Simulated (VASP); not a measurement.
Wanted: the native input for a VASP 6.6.1 run.

| Property | Result |
| --- | --- |
| Task | single point |
| Functional | PBE |
| Potentials or basis | VASP PAW PBE potentials, release 64 (Hf_pv, Ti_sv, N) |
| Cutoff | 520 eV |
| k mesh | 8 × 8 × 8 |
| Occupations | gaussian, width 0.1 eV |
| Spin | no spin polarisation |
| Dipole correction | no |
| Further INCAR settings | ALGO = Normal; EDIFF = 1e-07; NBANDS = 41 |

The structure of Hf3TiN4 lies in POSCAR:

```
Hf3TiN4
1.0
    4.4451030724      0.0000000000      0.0000000000
    0.0000000000      4.4451030724      0.0000000000
    0.0000000000      0.0000000000      4.4451030724
Hf Ti N
3 1 4
Direct
    0.5000000000      0.0000000000      0.0000000000
    0.0000000000      0.0000000000      0.5000000000
    0.0000000000      0.5000000000      0.0000000000
    0.5000000000      0.5000000000      0.5000000000
    0.0000000000      0.5000000000      0.5000000000
    0.5000000000      0.5000000000      0.0000000000
    0.0000000000      0.0000000000      0.0000000000
    0.5000000000      0.0000000000      0.5000000000
```

These files were run (other wordings do the same):

INCAR

```
PREC = Accurate
ENCUT = 520
EDIFF = 1E-7
ISMEAR = 0
SIGMA = 0.1
LREAL = False
LASPH = True
NELM = 60
ALGO = Normal
ISIF = 2
LWAVE = False
LCHARG = False
GGA = PE
NBANDS = 41
```

KPOINTS

```
regular mesh
0
Gamma
  8 8 8
```

Potentials or basis: VASP PAW PBE potentials, release 64 (Hf_pv, Ti_sv, N).

Run with:

```console
$ cat potpaw_PBE.64/Hf_pv/POTCAR potpaw_PBE.64/Ti_sv/POTCAR potpaw_PBE.64/N/POTCAR > POTCAR
$ mpirun -np 1 vasp_std > vasp.out
```

Results of the run:

```json
{
  "Pressure": "6.6 GPa",
  "Band gap on the k mesh": "zero (bands 31 and 32 overlap by 4.13 eV)"
}
```

Caveat: the cell stands under pressure; spin-orbit coupling is left out, which moves the levels of the heavy elements.

Run time: 3 min on 1 thread of Intel(R) Xeon(R) Platinum 8124M CPU @ 3.00GHz (Skylake/Cascade Lake) (shared host), peak memory 0.27 GiB.
